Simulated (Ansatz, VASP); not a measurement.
PtS2: VASP beside Ansatz

```
Pt S
1.0
     5.51009    0.00000    0.00000
     0.00000    5.51009    0.00000
     0.00000    0.00000    3.77947
Pt S
2 4
Direct
  0.00000 0.00000 0.00000
  0.50000 0.50000 0.50000
  0.68805 0.31195 0.00000
  0.31195 0.68805 0.00000
  0.18805 0.18805 0.50000
  0.81195 0.81195 0.50000
```

Alike in both runs: functional PBE; k mesh 4 × 4 × 2; occupations gaussian, width 0.1 eV; no spin polarisation.

Ansatz relaxed the structure, and its values are those at the end. VASP's run is a single point on that final structure, the one shown.

|  | VASP | Ansatz |
| --- | --- | --- |
| version | VASP 6.6.1 | Ansatz 0.2.0 |
| potentials or method | VASP PAW PBE potentials, release 64 (Pt, S), cutoff 520 eV | scalar-relativistic, plane waves, PAW |
| valence electrons in the cell | 44 | 60 |

Ansatz gave:

```
gap on the k mesh at the Fermi level (eV) : none
pressure (GPa)                            : 0.2
rms of the force components (eV/Å)        : 0.022
```

Which values does VASP return?

gap on the k mesh at the Fermi level (eV): none; pressure (GPa): -0.2; rms of the force components (eV/Å): 0.030.

A gap of «none» marks a metal or a gap that the smearing closes. VASP's potentials hold 44 valence electrons a cell and Ansatz's 60, so a difference there can come from the potentials and not from the codes.

The k mesh is coarse, so the values compare programs but aren't converged. Neither program's run includes spin-orbit coupling.
